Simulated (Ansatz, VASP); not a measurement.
## HPbNO4: VASP beside Ansatz

INCAR

```
SYSTEM = HPbNO4
  PREC = Accurate
  ENCUT = 520
  EDIFF = 1E-6
  ISMEAR = -1
  SIGMA = 0.05
  LREAL = .FALSE.
  LASPH = .TRUE.
  NELM = 80
  ALGO = Normal
  ISIF = 2
  LWAVE = .FALSE.
  LCHARG = .FALSE.
  GGA = PE
  NBANDS = 31
```

KPOINTS

```
Automatic mesh
0
G
  5 5 4
  0 0 0
```

Contents of POSCAR:

```
HPbNO4
1.0
    3.8570700000      0.0017800000     -0.0365800000
    0.1735300000      4.3343600000     -0.0164700000
    0.7580300000      0.8387300000      5.8766200000
H Pb N O
1 1 1 4
Direct
    0.6151100000      0.8955900000      0.1984400000
    0.6459700000      0.4465100000      0.9168500000
    0.7147400000      0.2381000000      0.5005800000
    0.1695800000      0.4700700000      0.7776800000
    0.6291900000      0.9704500000      0.4984500000
    0.5642400000      0.9258300000      0.0384900000
    0.7802200000      0.4225000000      0.3195100000
```

The input input.yaml:

```yaml
crystal:
  lattice:
    - [3.85707, 0.00178, -0.03658]
    - [0.17353, 4.33436, -0.01647]
    - [0.75803, 0.83873, 5.87662]
  atoms:
    - { symbol: H, position: [0.61511, 0.89559, 0.19844] }
    - { symbol: Pb, position: [0.64597, 0.44651, 0.91685] }
    - { symbol: "N", position: [0.71474, 0.2381, 0.50058] }
    - { symbol: O, position: [0.16958, 0.47007, 0.77768] }
    - { symbol: O, position: [0.62919, 0.97045, 0.49845] }
    - { symbol: O, position: [0.56424, 0.92583, 0.03849] }
    - { symbol: O, position: [0.78022, 0.4225, 0.31951] }
hamiltonian:
  xc: pbe
  pseudopotentials: { kind: paw }
kpoints:
  mp_grid: { grid: [5, 5, 4] }
scf:
  occupations: { method: fermi_dirac, width: 0.05 }
  n_extra_bands: 28
output:
  eigenvalues: true
  optics: { e_range: [0, 14], sigma: 0.05, nscf_kmesh: { grid: [7, 7, 6] } }
  write_density: true
  write_potential: true
  elf: true
  volumetric_format: npy
```

Alike in both runs: functional PBE; k mesh 5 × 5 × 4; occupations fermi-dirac, width 0.05 eV; no spin polarisation.

```csv
,VASP,Ansatz
version,VASP 6.6.1,Ansatz 0.2.0
potentials or method,"VASP PAW PBE potentials, release 64 (H, Pb_d, N, O)",Ansatz PAW
plane-wave cutoff (eV),520,420
valence electrons in the cell,44,44
task,single point,optical spectrum
```

Ansatz gave:

| Item | Value |
| --- | --- |
| gap on the k mesh at the Fermi level (eV) | 0.25 |
| least direct gap on the mesh (eV) | 0.45 |

What did VASP give for the same quantities?

gap on the k mesh at the Fermi level (eV): 0.26; least direct gap on the mesh (eV): 0.46.

Spin-orbit coupling is off throughout. Noted on VASP's run: the standard files for N, O and F lose accuracy on very short bonds. Noted on Ansatz's run: odd divisions of the mesh miss points on the zone boundary, where band edges often lie, so the gap on the mesh can be too wide.
